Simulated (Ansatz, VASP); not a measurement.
# Zr3As4 in VASP and in Ansatz

The input INCAR:

```
SYSTEM = Zr3As4
PREC = Accurate
ENCUT = 500
EDIFF = 1E-6
ISMEAR = 0
SIGMA = 0.1
LREAL = .FALSE.
LASPH = .TRUE.
NELM = 120
ALGO = Normal
ISIF = 2
LWAVE = .FALSE.
LCHARG = .FALSE.
GGA = PE
NBANDS = 37
GGA_COMPAT = .FALSE.
```

Contents of KPOINTS:

```
Automatic mesh
0
G
  4 4 4
  0 0 0
```

The input POSCAR:

```
Zr3As4
1.0
    6.1603273700      0.0000000000      0.0000000000
    0.0000000000      6.1603273700      0.0000000000
    0.0000000000      0.0000000000      6.1603273700
Zr As
3 4
Direct
    0.0000000000      0.0000000000      0.5000000000
    0.0000000000      0.5000000000      0.0000000000
    0.5000000000      0.0000000000      0.0000000000
    0.2500000000      0.2500000000      0.2500000000
    0.2500000000      0.7500000000      0.7500000000
    0.7500000000      0.2500000000      0.7500000000
    0.7500000000      0.7500000000      0.2500000000
```

Input for Ansatz:

```yaml
crystal:
  lattice:
    - [6.16032737, 0.0, 0.0]
    - [0.0, 6.16032737, 0.0]
    - [0.0, 0.0, 6.16032737]
  atoms:
    - { symbol: Zr, position: [0.0, 0.0, 0.5] }
    - { symbol: Zr, position: [0.0, 0.5, 0.0] }
    - { symbol: Zr, position: [0.5, 0.0, 0.0] }
    - { symbol: As, position: [0.25, 0.25, 0.25] }
    - { symbol: As, position: [0.25, 0.75, 0.75] }
    - { symbol: As, position: [0.75, 0.25, 0.75] }
    - { symbol: As, position: [0.75, 0.75, 0.25] }
basis:
  ecutwfc: 420
kpoints:
  mp_grid: { grid: [4, 4, 4] }
hamiltonian:
  xc: pbe
scf:
  occupations: { method: gaussian, width: 0.1 }
  lower_state_search: "off"
output:
  forces: true
  stress: true
  eigenvalues: true
```

Change from the starting cell: ordered vacancies on the cation sites of zinc blende (P-43m, No. 215).

Alike in both runs: task single point; functional PBE; k mesh 4 × 4 × 4; occupations gaussian, width 0.1 eV; no spin polarisation.

|  | VASP | Ansatz |
| --- | --- | --- |
| version | VASP 6.6.1 | Ansatz 0.2.0 |
| potentials or method | VASP PAW PBE potentials, release 64 (Zr_sv, As), cutoff 500 eV | scalar-relativistic, plane waves, PAW |
| valence electrons in the cell | 56 | 96 |

|  | VASP | Ansatz | Ansatz less VASP |
| --- | --- | --- | --- |
| gap on the k mesh at the Fermi level (eV) | 0.70 | 0.71 | +0.004 |
| least direct gap on the mesh (eV) | 0.83 | 0.84 | +0.003 |
| pressure (GPa) | -3.7 | -3.8 | -0.08 |

The functional is the same, so the differences come from potentials, cutoffs and numerics. VASP's potentials hold 56 valence electrons a cell and Ansatz's 96, so a difference there can come from the potentials and not from the codes.
